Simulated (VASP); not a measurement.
Write the native input for VASP 6.6.1 that does the following.

| Quantity | Value |
| --- | --- |
| Task | relaxation of cell and atoms |
| Functional | LDA |
| Potentials or basis | VASP PAW LDA potentials, release 64 (Ni, Si) |
| Cutoff | 600 eV |
| k mesh | 6 × 6 × 6 |
| Occupations | fermi-dirac, width 0.05 eV |
| Spin | collinear spin, ferromagnetic start |
| Starting moments | [1.0, 1.0, 1.0, 1.0, 0.0, 0.0, 0.0, 0.0] μB |
| Dipole correction | no |
| Further INCAR settings | ALGO = Normal; EDIFF = 1e-07; IBRION = 2; EDIFFG = -0.01; NSW = 60; ISIF = 3 |

The structure of SiNi lies in POSCAR:

```
SiNi
1.0
    4.5036940000      0.0000000000      0.0000000000
    0.0000000000      4.5036940000      0.0000000000
    0.0000000000      0.0000000000      4.5036940000
Ni Si
4 4
Direct
    0.1495040000      0.1495040000      0.1495040000
    0.6495040000      0.3504960000      0.8504960000
    0.8504960000      0.6495040000      0.3504960000
    0.3504960000      0.8504960000      0.6495040000
    0.8468300000      0.8468300000      0.8468300000
    0.3468300000      0.6531700000      0.1531700000
    0.1531700000      0.3468300000      0.6531700000
    0.6531700000      0.1531700000      0.3468300000
```

These files were run (other wordings do the same):

INCAR

```
SYSTEM = SiNi
  ALGO = Normal
  EDIFF = 1E-7
  EDIFFG = -0.01
  ENCUT = 600
  GGA = CA
  IBRION = 2
  ISIF = 3
  ISMEAR = -1
  ISPIN = 2
  LASPH = .True.
  LCHARG = .False.
  LMAXMIX = 4
  LORBIT = 11
  LREAL = .False.
  LWAVE = .False.
  MAGMOM = 1 1 1 1 0 0 0 0
  NELM = 150
  NSW = 60
  PREC = Accurate
  SIGMA = 0.05
```

KPOINTS

```
k-points
0
Gamma
  6 6 6
  0 0 0
```

Potentials or basis: VASP PAW LDA potentials, release 64 (Ni, Si).

Run with:

```sh
$ cat potpaw_LDA.64/Ni/POTCAR potpaw_LDA.64/Si/POTCAR > POTCAR
$ mpirun -np 1 vasp_std > vasp.out
```

Results of the run:

```json
{
  "Relaxed volume": "10.88 Å³/atom",
  "Relaxed cell": "a = 4.432 Å, b = 4.432 Å, c = 4.432 Å, α = 90.00°, β = 90.00°, γ = 90.00°",
  "Space group after relaxing (to 0.1 Å)": "P2_13 (No. 198)",
  "Energy gained by relaxing": "16.2 meV/atom",
  "Ionic steps": "7",
  "Pressure after relaxing": "0.0 GPa",
  "Largest force after relaxing": "0.008 eV/Å",
  "Band gap on the k mesh": "zero (filled and empty bands overlap)",
  "Net moment": "0.00 μB per cell",
  "Valence electrons inside the program's atomic spheres": "Ni 9.68; Si 1.62"
}
```

Wall time 12 min on 1 thread of Oxide Virtual Turin-like Processor (shared host), peak memory 0.24 GiB.
